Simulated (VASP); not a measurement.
The system is CdS.

```
CELL_PARAMETERS angstrom
3.89844 0.00000 0.00000
0.00000 5.51149 0.00000
0.00000 0.00000 3.89810
ATOMIC_POSITIONS crystal
Cd 0.50000 0.50000 0.24303
Cd 0.00000 0.00000 0.75697
S 0.50000 0.00000 0.25516
S 0.00000 0.50000 0.74484
```

Program: VASP 6.6.1. Alike in all runs: task single point; level PBEsol; potentials or basis VASP PAW PBE potentials, release 64 (Cd, S); no spin polarisation; cell as given; cutoff (eV) 500; smearing fermi-dirac 0.1 eV. Hardware: 1 thread of AMD EPYC 7R13, with other jobs on the host.

Problem. Order these runs on this cell by their wall time, lowest first.
A. k mesh 4 × 4 × 4
B. k mesh 8 × 6 × 8
C. k mesh 2 × 2 × 2

Solution. C (45 s), A (110 s), B (380 s).

Caveats: some runs use coarse meshes.
